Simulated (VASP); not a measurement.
A run of VASP 6.6.1 is set up as follows.

File INCAR:

```
SYSTEM = Sc
PREC = Accurate
ENCUT = 520
EDIFF = 1E-6
ISMEAR = 0
SIGMA = 0.15
LREAL = .False.
LASPH = .True.
NELM = 100
ALGO = Fast
ISIF = 2
LWAVE = .False.
LCHARG = .False.
GGA = PS
NBANDS = 12
```

KPOINTS

```
Automatic mesh
0
Gamma
  20 20 20
  0 0 0
```

The input POSCAR:

```
Sc
1.0
    0.0000000000      2.0803690726      2.7044797944
    2.0803690726      0.0000000000      2.7044797944
    2.0803690726      2.0803690726      0.0000000000
Sc
1
Direct
    0.0000000000      0.0000000000      0.0000000000
```

Potentials or basis: VASP PAW PBE potentials, release 64 (Sc_sv).

The run is started by

```bash
$ cat potpaw_PBE.64/Sc_sv/POTCAR > POTCAR
$ mpirun -np 1 vasp_std > vasp.out
```

What does it give for the pressure?

0.2 GPa.

Stress tensor (GPa, compression positive):
```
 3.76  0.00  0.00
 0.00  3.76  0.00
 0.00  0.00 -6.81
```

Caveat: the PAW data sets were made with another functional, which shifts forces and pressure a little.
